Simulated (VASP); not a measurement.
# InSe (R3m) in VASP: further runs

Runs on InSe. Level: PBE. Tasks: single point.

Everything below comes from runs of VASP 6.6.1. Logs are shortened: lines on timing, memory, paths and dates and some standing lists are left out, and cuts for length are marked.

**What was measured.**

From “The Interaction of Hydrogen with the van der Waals Crystal γ-InSe”, 2020, pmc:7321205, for a bulk crystal of InSe at 300 K: band gap 1.25 eV.

The results are compared with them further down.

## 1. The cell of the first run

It takes space group R3m (No. 160, trigonal). Conventional cell: a = 4.087 Å, b = 4.087 Å, c = 28.226 Å, α = 90.00°, β = 90.00°, γ = 120.00°. Within 3.5 Å of In (site symmetry 3m) lie 3 Se at 2.68 Å and 1 In at 2.83 Å. Within 3.5 Å of In (site symmetry 3m) lie 3 Se at 2.68 Å and 1 In at 2.83 Å. Se (site symmetry 3m) has 3 In at 2.68 Å within 3.5 Å. Se (site symmetry 3m) has 3 In at 2.68 Å within 3.5 Å.

## 2. Single point, PBE (34.03 Å³/atom)

INCAR reads:

```
ALGO = Normal
EDIFF = 1E-6
ENCUT = 520
GGA = PE
ISIF = 2
ISMEAR = 0
LASPH = True
LCHARG = False
LREAL = False
LWAVE = False
NBANDS = 27
NELM = 100
PREC = Accurate
SIGMA = 0.05
```

KPOINTS reads:

```
k-points
0
Gamma
  10 10 10
```

POSCAR reads:

```
InSe
1.0
    2.0436193435      1.1798841781      9.4087561521
   -2.0436193435      1.1798841781      9.4087561521
    0.0000000000     -2.3597683562      9.4087561521
In Se
2 2
Direct
    0.0060255696      0.0060255696      0.0060255696
    0.1061556594      0.1061556594      0.1061556594
    0.6275852694      0.6275852694      0.6275852694
    0.8179335016      0.8179335016      0.8179335016
```

Potentials or basis: VASP PAW PBE potentials, release 64 (In_d, Se).

Started as:

```sh
$ cat potpaw_PBE.64/In_d/POTCAR potpaw_PBE.64/Se/POTCAR > POTCAR
$ mpirun -np 1 vasp_std > vasp.out
```

OUTCAR:

```text
EDIFF = 1E-6
   ENCUT = 520
   GGA = PE
   ISIF = 2
   ISMEAR = 0
   LASPH = True
   LREAL = False
   NELM = 100
   PREC = Accurate

 ion  position               nearest neighbor table
   1  0.006  0.006  0.006-   3 2.68   3 2.68   3 2.68   2 2.83
   2  0.106  0.106  0.106-   4 2.68   4 2.68   4 2.68   1 2.83
   3  0.628  0.628  0.628-   1 2.68   1 2.68   1 2.68
   4  0.818  0.818  0.818-   2 2.68   2 2.68   2 2.68

  LATTYP: Found a trigonal (rhomboedric) cell.
 ALAT       =     9.7001648968
 COS(alpha) =     0.9112288653

  Lattice vectors:

 A1 = (   2.0436193435,   1.1798841781,   9.4087561521)
 A2 = (  -2.0436193435,   1.1798841781,   9.4087561521)
 A3 = (   0.0000000000,  -2.3597683562,   9.4087561521)

Analysis of symmetry for initial positions (statically):
=====================================================================
 Subroutine PRICEL returns:
 Original cell was already a primitive cell.

 Routine SETGRP: Setting up the symmetry group for a
 trigonal (rhombohedral) supercell.

 Subroutine GETGRP returns: Found  6 space group operations
 (whereof  6 operations were pure point group operations)
 out of a pool of 12 trial point group operations.

The static configuration has the point symmetry C_3v.

Analysis of symmetry for dynamics (positions and initial velocities):
=====================================================================
 Subroutine PRICEL returns:
 Original cell was already a primitive cell.

 Routine SETGRP: Setting up the symmetry group for a
 trigonal (rhombohedral) supercell.

 Subroutine GETGRP returns: Found  6 space group operations
 (whereof  6 operations were pure point group operations)
 out of a pool of 12 trial point group operations.

The dynamic configuration has the point symmetry C_3v.

 Subroutine INISYM returns: Found  6 space group operations
 (whereof  6 operations are pure point group operations),
 and found     1 'primitive' translations

----------------------------------------------------------------------------------------

                                     Primitive cell

  volume of cell :     136.1203

  direct lattice vectors                    reciprocal lattice vectors
     2.043619344  1.179884178  9.408756152     0.244663959  0.141256803  0.035427992
    -2.043619344  1.179884178  9.408756152    -0.244663959  0.141256803  0.035427992
     0.000000000 -2.359768356  9.408756152     0.000000000 -0.282513606  0.035427992

  length of vectors
     9.700164897  9.700164897  9.700164897     0.284726325  0.284726325  0.284726325

  position of ions in fractional coordinates (direct lattice)
     0.006025570  0.006025570  0.006025570
     0.106155659  0.106155659  0.106155659
     0.627585269  0.627585269  0.627585269
     0.817933502  0.817933502  0.817933502

  ion indices of the primitive-cell ions
   primitive index   ion index
                 1           1
                 2           2
                 3           3
                 4           4

----------------------------------------------------------------------------------------

 KPOINTS: k-points

Automatic generation of k-mesh.
 Grid dimensions read from file:
 generate k-points for:   10   10   10

 Generating k-lattice:

  Cartesian coordinates                     Fractional coordinates (reciprocal lattice)
     0.024466396  0.014125680  0.003542799     0.100000000 -0.000000000  0.000000000
    -0.024466396  0.014125680  0.003542799    -0.000000000  0.100000000  0.000000000
     0.000000000 -0.028251361  0.003542799     0.000000000  0.000000000  0.100000000

  Length of vectors
     0.028472632  0.028472632  0.028472632

  Shift w.r.t. Gamma in fractional coordinates (k-lattice)
     0.000000000  0.000000000  0.000000000

 Subroutine IBZKPT returns following result:
 ===========================================

 Found    116 irreducible k-points:

 Following reciprocal coordinates:
            Coordinates               Weight
  0.000000  0.000000  0.000000      1.000000
  0.100000  0.000000  0.000000      6.000000
[... 51 lines left out ...]
      3     -11.8136      2.00000
      4     -11.7806      2.00000
      5     -11.7092      2.00000
      6     -11.6878      2.00000
[... 19 lines left out ...]
     26       8.8635      0.00000
     27       8.9540      0.00000

 k-point     4 :       0.3000    0.0000    0.0000
  band No.  band energies     occupation
      1     -11.9942      2.00000
      2     -11.8970      2.00000
      3     -11.8864      2.00000
      4     -11.7800      2.00000
      5     -11.7162      2.00000
      6     -11.6681      2.00000
[... 19 lines left out ...]
     26       9.2328      0.00000
     27       9.7739      0.00000

 k-point     5 :       0.4000   -0.0000    0.0000
  band No.  band energies     occupation
      1     -12.0348      2.00000
      2     -11.9367      2.00000
      3     -11.8997      2.00000
      4     -11.7808      2.00000
      5     -11.7217      2.00000
      6     -11.6523      2.00000
[... 19 lines left out ...]
     26       9.3244      0.00000
     27      10.0047      0.00000

 k-point     6 :       0.5000   -0.0000    0.0000
  band No.  band energies     occupation
      1     -12.0507      2.00000
      2     -11.9545      2.00000
      3     -11.8990      2.00000
      4     -11.7812      2.00000
      5     -11.7238      2.00000
      6     -11.6464      2.00000
[... 444 lines left out ...]
      1     -12.0381      2.00000
      2     -11.9460      2.00000
      3     -11.9002      2.00000
      4     -11.7920      2.00000
      5     -11.7102      2.00000
      6     -11.6610      2.00000
[... 19 lines left out ...]
     26       9.5804      0.00000
     27       9.8697      0.00000

 k-point    22 :      -0.2000    0.2000    0.0000
  band No.  band energies     occupation
      1     -12.0096      2.00000
      2     -11.9106      2.00000
      3     -11.9005      2.00000
      4     -11.7869      2.00000
      5     -11.7112      2.00000
      6     -11.6671      2.00000
[... 19 lines left out ...]
     26       9.3600      0.00000
     27       9.4259      0.00000

 k-point    23 :       0.3000    0.3000   -0.0000
  band No.  band energies     occupation
      1     -11.9938      2.00000
      2     -11.8969      2.00000
      3     -11.8869      2.00000
      4     -11.7801      2.00000
      5     -11.7162      2.00000
      6     -11.6681      2.00000
[... 19 lines left out ...]
     26       9.3178      0.00000
     27       9.7368      0.00000

 k-point    24 :       0.4000    0.3000   -0.0000
  band No.  band energies     occupation
      1     -12.0177      2.00000
      2     -11.9199      2.00000
      3     -11.9000      2.00000
      4     -11.7838      2.00000
      5     -11.7162      2.00000
      6     -11.6611      2.00000
[... 19 lines left out ...]
     26       9.4446      0.00000
     27       9.8546      0.00000

 [... further k-points ...]

------------------------ aborting loop because EDIFF is reached ----------------------------------------

  FORCE on cell =-STRESS in cart. coord.  units (eV):
  Direction    XX          YY          ZZ          XY          YZ          ZX
  --------------------------------------------------------------------------------------
  -------------------------------------------------------------------------------------
  Total        0.0157467      0.0157467      0.0035605      0.0000000      0.0000000      0.0000000
  in kB        0.1853439      0.1853439      0.0419076      0.0000000      0.0000000      0.0000000
  external PRESSURE =       0.1375318 kB  Pullay stress =       0.0000000 kB

 VOLUME and BASIS-vectors are now :
 -----------------------------------------------------------------------------
  energy-cutoff  :      520.00
  volume of cell :      136.12
      direct lattice vectors                 reciprocal lattice vectors
     2.043619344  1.179884178  9.408756152     0.244663959  0.141256803  0.035427992
    -2.043619344  1.179884178  9.408756152    -0.244663959  0.141256803  0.035427992
     0.000000000 -2.359768356  9.408756152     0.000000000 -0.282513606  0.035427992

 POSITION                                       TOTAL-FORCE (eV/Angst)
 -----------------------------------------------------------------------------------
      0.00000      0.00000      0.17008         0.000000     -0.000000      0.014980
      0.00000      0.00000      2.99638         0.000000     -0.000000     -0.014962
      0.00000      0.00000     17.71439         0.000000      0.000000     -0.014344
      0.00000      0.00000     23.08721         0.000000     -0.000000      0.014326
 -----------------------------------------------------------------------------------
    total drift:                               -0.000000     -0.000000     -0.000203

  FREE ENERGIE OF THE ION-ELECTRON SYSTEM (eV)
  ---------------------------------------------------
  free  energy   TOTEN  =       -14.2249328817 eV

  energy  without entropy=      -14.2249328817  energy(sigma->0) =      -14.22493288
```

Wall time 19 min (1 thread of Intel Xeon Platinum 8559C (Emerald Rapids), shared host); peak memory 0.93 GiB.

What came out:

```yaml
Free_energy: -14.2249 eV
Pressure: 0.0 GPa
Largest_force: 0.015 eV/Å
Band_gap_on_the_k_mesh: 0.81 eV
```

Forces in eV/Å, atoms in the order of the input:
```
In   0.000  0.000  0.015
In   0.000  0.000 -0.015
Se   0.000  0.000 -0.014
Se   0.000  0.000  0.014
```

Caveat: spin-orbit coupling is left out, which moves the levels of the heavy elements.

## 3. Single point, PBE (34.70 Å³/atom)

This run uses another cell than the first one, of 34.70 Å³/atom.

INCAR reads:

```
PREC = Accurate
ENCUT = 520
EDIFF = 1E-7
ISMEAR = 0
SIGMA = 0.05
LREAL = False
LASPH = True
NELM = 80
ALGO = Normal
ISIF = 2
LWAVE = False
LCHARG = True
GGA = PE
LELF = True
LVHAR = True
NBANDS = 27
```

KPOINTS reads:

```
regular mesh
0
Gamma
  10 10 10
```

POSCAR reads:

```
InSe
1.0
    2.0438870791      1.1800387553      9.5907284299
   -2.0438870791      1.1800387553      9.5907284299
    0.0000000000     -2.3600775106      9.5907284299
In Se
2 2
Direct
    0.0069616424      0.0069616424      0.0069616424
    0.1052208263      0.1052208263      0.1052208263
    0.6293824481      0.6293824481      0.6293824481
    0.8161350833      0.8161350833      0.8161350833
```

Potentials or basis: VASP PAW PBE potentials, release 64 (In_d, Se).

Started as:

```sh
$ cat potpaw_PBE.64/In_d/POTCAR potpaw_PBE.64/Se/POTCAR > POTCAR
$ mpirun -np 1 vasp_std > vasp.out
```

Wall time 39 min (1 thread of Intel Xeon Platinum 8559C (Emerald Rapids), shared host); peak memory 1.1 GiB.

Results (log left out):

```yaml
Free_energy: -14.2244 eV
Pressure: 0.0 GPa
Largest_force: 0.018 eV/Å
Band_gap_on_the_k_mesh: 0.90 eV
```

Forces in eV/Å, atoms in the order of the input:
```
In   0.000  0.000  0.018
In   0.000  0.000 -0.018
Se   0.000  0.000 -0.015
Se   0.000  0.000  0.016
```

Levels at points of the mesh, in eV from the valence-band top:
| k point | band 16 | band 17 | band 18 | band 19 | band 20 | band 21 | band 22 | band 23 |
| --- | --- | --- | --- | --- | --- | --- | --- | --- |
| (0.00, 0.00, 0.00) | -0.83 | -0.78 | -0.78 | -0.59 | 1.44 | 2.34 | 4.63 | 4.63 |
| (0.50, 0.00, 0.00) | -1.82 | -1.73 | -1.68 | -1.18 | 1.86 | 2.07 | 4.00 | 4.23 |
| (0.50, 0.50, 0.00) | -1.85 | -1.84 | -1.64 | -1.11 | 1.82 | 2.12 | 3.83 | 4.19 |
| (0.50, 0.50, 0.50) | -0.85 | -0.76 | -0.76 | 0.00 | 0.90 | 2.39 | 4.62 | 4.62 |

Caveat: spin-orbit coupling is left out, which moves the levels of the heavy elements.

## 4. Single point, PBE (32.03 Å³/atom)

This run uses another cell than the first one, of 32.03 Å³/atom.

INCAR reads:

```
SYSTEM = InSe
ALGO = Normal
EDIFF = 1E-7
ENCUT = 520
GGA = PE
ISIF = 2
ISMEAR = 0
LASPH = .True.
LCHARG = .True.
LELF = .True.
LREAL = .False.
LVHAR = .True.
LWAVE = .False.
NBANDS = 27
NELM = 100
PREC = Accurate
SIGMA = 0.05
```

KPOINTS reads:

```
k-points
0
Gamma
  10 10 10
  0 0 0
```

POSCAR reads:

```
InSe
1.0
    2.0374352839      1.1763138096      8.9091370136
   -2.0374352839      1.1763138096      8.9091370136
    0.0000000000     -2.3526276192      8.9091370136
In Se
2 2
Direct
    0.0033009924      0.0033009924      0.0033009924
    0.1088816749      0.1088816749      0.1088816749
    0.6221426093      0.6221426093      0.6221426093
    0.8233747235      0.8233747235      0.8233747235
```

Started as:

```sh
$ cat potpaw_PBE.64/In_d/POTCAR potpaw_PBE.64/Se/POTCAR > POTCAR
$ mpirun -np 1 vasp_std > vasp.out
```

Run time: 22 min. Hardware: 1 thread of Intel Xeon 6975P-C (Granite Rapids), shared host; peak memory 0.89 GiB.

The run converged. Its results:

```
Free energy            : -14.2197 eV
Pressure               : 0.3 GPa
Largest force          : 0.011 eV/Å
Band gap on the k mesh : 0.55 eV
```

Forces in eV/Å, atoms in the order of the input:
```
In   0.000  0.000  0.011
In   0.000  0.000 -0.011
Se   0.000  0.000 -0.005
Se   0.000  0.000  0.005
```

Stress tensor (GPa, compression positive):
```
0.35 0.00 0.00
0.00 0.35 0.00
0.00 0.00 0.25
```

Levels at points of the mesh, in eV from the valence-band top:
```csv
k point,band 15,band 16,band 17,band 18,band 19,band 20,band 21,band 22,band 23,band 24
"(0.00, 0.00, 0.00)",-1.07,-1.05,-1.05,-1.05,-1.05,1.47,2.14,4.42,4.42,5.58
"(0.50, 0.00, 0.00)",-3.05,-2.02,-2.00,-1.97,-1.45,1.50,1.95,3.81,4.05,4.77
"(0.50, 0.50, 0.00)",-2.90,-2.20,-2.14,-1.85,-1.32,1.45,2.00,3.55,3.88,4.55
"(0.50, 0.50, 0.50)",-1.12,-1.12,-0.98,-0.98,0.00,0.55,2.20,4.38,4.38,5.67
```

Caveat: semilocal functionals underestimate gaps, and a narrow one can read as zero; spin-orbit coupling is left out, which moves the levels of the heavy elements.

## 5. Single point, PBE (32.70 Å³/atom)

This run uses another cell than the first one, of 32.70 Å³/atom.

INCAR reads:

```
PREC = Accurate ; ENCUT = 520
EDIFF = 1E-6 ; ISMEAR = 0
SIGMA = 0.05 ; LREAL = F
LASPH = T ; NELM = 80
ALGO = Normal ; ISIF = 2
LWAVE = F ; LCHARG = T
GGA = PE ; LELF = T
LVHAR = T ; NBANDS = 27
```

KPOINTS reads:

```
Automatic mesh
0
Gamma
  10 10 10
```

POSCAR reads:

```
InSe
1.0
    2.0396116039      1.1775703085      9.0753457206
   -2.0396116039      1.1775703085      9.0753457206
    0.0000000000     -2.3551406171      9.0753457206
In Se
2 2
Direct
    0.0042257348      0.0042257348      0.0042257348
    0.1079559336      0.1079559336      0.1079559336
    0.6239839782      0.6239839782      0.6239839782
    0.8215343535      0.8215343535      0.8215343535
```

Started as:

```sh
$ cat potpaw_PBE.64/In_d/POTCAR potpaw_PBE.64/Se/POTCAR > POTCAR
$ mpirun -np 1 vasp_std > vasp.out
```

It took 25 min on 1 thread of Intel Xeon 6975P-C (Granite Rapids), shared host; peak memory 0.89 GiB.

The run converged. Its results:

```
Free energy            : -14.2232 eV
Pressure               : 0.2 GPa
Largest force          : 0.010 eV/Å
Band gap on the k mesh : 0.65 eV
```

Forces in eV/Å, atoms in the order of the input:
```
In   0.000  0.000  0.010
In   0.000  0.000 -0.010
Se   0.000  0.000 -0.007
Se   0.000  0.000  0.007
```

Stress tensor (GPa, compression positive):
```
0.21 0.00 0.00
0.00 0.21 0.00
0.00 0.00 0.11
```

Levels at points of the mesh, in eV from the valence-band top:
| k point | band 17 | band 18 | band 19 | band 20 | band 21 | band 22 |
| --- | --- | --- | --- | --- | --- | --- |
| (0.00, 0.00, 0.00) | -0.97 | -0.97 | -0.94 | 1.46 | 2.19 | 4.48 |
| (0.50, 0.00, 0.00) | -1.91 | -1.88 | -1.38 | 1.61 | 1.98 | 3.86 |
| (0.50, 0.50, 0.00) | -2.05 | -1.79 | -1.26 | 1.56 | 2.03 | 3.63 |
| (0.50, 0.50, 0.50) | -0.91 | -0.91 | 0.00 | 0.65 | 2.25 | 4.45 |

Caveat: semilocal functionals underestimate gaps, and a narrow one can read as zero; spin-orbit coupling is left out, which moves the levels of the heavy elements.

## 6. Summary

| cell | gap on the mesh (eV) | pressure (GPa) | largest force (eV/Å) |
| --- | --- | --- | --- |
| a = 9.700 Å, angles 24.3°, 4 atoms, atomic positions A | 0.81 | 0.0 | 0.01 |
| a = 9.877 Å, angles 23.9°, 4 atoms, atomic positions B | 0.90 | 0.0 | 0.02 |
| a = 9.215 Å, angles 25.5°, 4 atoms, atomic positions C | 0.55 | 0.3 | 0.01 |
| a = 9.376 Å, angles 25.1°, 4 atoms, atomic positions D | 0.65 | 0.2 | 0.01 |

Alike in all rows: task single point; level PBE; potentials or basis VASP PAW PBE potentials, release 64 (In_d, Se); no spin polarisation; k mesh 10 × 10 × 10; cutoff (eV) 520; smearing gaussian 0.05 eV.

Caveats: spin-orbit coupling is left out, which moves the levels of the heavy elements; semilocal functionals underestimate gaps, and a narrow one can read as zero (at least some runs).

Absolute energies hang on the potentials; compare differences alone.

## 7. How close it comes

Step 2. Against the measured gap of InSe, 1.25 eV (300 K; “The Interaction of Hydrogen with the van der Waals Crystal γ-InSe”, 2020, pmc:7321205), the calculated 0.81 eV is off by -0.44 eV. Spin-orbit coupling on In, Se is left out. The value is that of PBE on a finite k mesh, which can miss the band edges, without temperature or zero-point motion. Semilocal functionals fall short of measured gaps as a rule.

Step 3. Against the measured gap of InSe, 1.25 eV (300 K; “The Interaction of Hydrogen with the van der Waals Crystal γ-InSe”, 2020, pmc:7321205), the calculated 0.90 eV is off by -0.35 eV. Spin-orbit coupling on In, Se is left out. The value is that of PBE on a finite k mesh, which can miss the band edges, without temperature or zero-point motion. Semilocal functionals fall short of measured gaps as a rule.

Step 4. Measured gap of InSe: 1.25 eV (300 K; “The Interaction of Hydrogen with the van der Waals Crystal γ-InSe”, 2020, pmc:7321205). This calculation gives 0.55 eV (-0.70 eV). Spin-orbit coupling on In, Se is left out. The value is that of PBE on a finite k mesh, which can miss the band edges, without temperature or zero-point motion. Semilocal functionals fall short of measured gaps as a rule.

Step 5. Against the measured gap of InSe, 1.25 eV (300 K; “The Interaction of Hydrogen with the van der Waals Crystal γ-InSe”, 2020, pmc:7321205), the calculated 0.65 eV is off by -0.60 eV. Spin-orbit coupling on In, Se is left out. The value is that of PBE on a finite k mesh, which can miss the band edges, without temperature or zero-point motion. Semilocal functionals fall short of measured gaps as a rule.
